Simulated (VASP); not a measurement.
Wanted: the native input for a VASP 6.6.1 run.

```yaml
Task: relaxation of shape and atoms at fixed volume
Functional: LDA
Potentials_or_basis: VASP PAW LDA potentials, release 64 (Hf_pv)
Cutoff: 600 eV
k_mesh: 15 × 15 × 8
Occupations: fermi-dirac, width 0.08 eV
Spin: no spin polarisation
Dipole_correction: no
Further_INCAR_settings: ALGO = Normal; EDIFF = 1e-06; IBRION = 2; EDIFFG = -0.005; NSW = 50; ISIF = 4
```

The structure of Hf lies in POSCAR:

```
Hf
1.0
    2.7951031597      0.0000000000      0.0000000000
   -1.3975515798      2.4206303425      0.0000000000
    0.0000000000      0.0000000000      4.4331134406
Hf
2
Direct
    0.3333333333      0.6666666667      0.2500000000
    0.6666666667      0.3333333333      0.7500000000
```

These files were run (other wordings do the same):

INCAR

```
SYSTEM = Hf
PREC = Accurate ; ENCUT = 600
EDIFF = 1E-6 ; ISMEAR = -1
SIGMA = 0.08 ; LREAL = .FALSE.
LASPH = .TRUE. ; NELM = 100
ALGO = Normal ; ISIF = 4
LWAVE = .FALSE. ; LCHARG = .FALSE.
IBRION = 2 ; NSW = 50
EDIFFG = -0.005
```

KPOINTS

```
regular mesh
0
G
  15 15 8
  0 0 0
```

Potentials or basis: VASP PAW LDA potentials, release 64 (Hf_pv).

Launch:

```sh
$ cat potpaw_LDA.64/Hf_pv/POTCAR > POTCAR
$ mpirun -np 1 vasp_std > vasp.out
```

It gave:

```json
{
  "Energy gained by relaxing": "16.8 meV/atom",
  "Ionic steps": "3",
  "Pressure after relaxing": "67.5 GPa",
  "Band gap on the k mesh": "zero (bands 10 and 11 overlap by 1.85 eV)"
}
```

Caveat: spin-orbit coupling is left out, which moves the levels of the heavy elements.

It took 94 s on 1 thread of Intel(R) Xeon(R) Platinum 8259CL CPU @ 2.50GHz (Skylake/Cascade Lake), with other jobs on the host, peak memory 0.18 GiB.
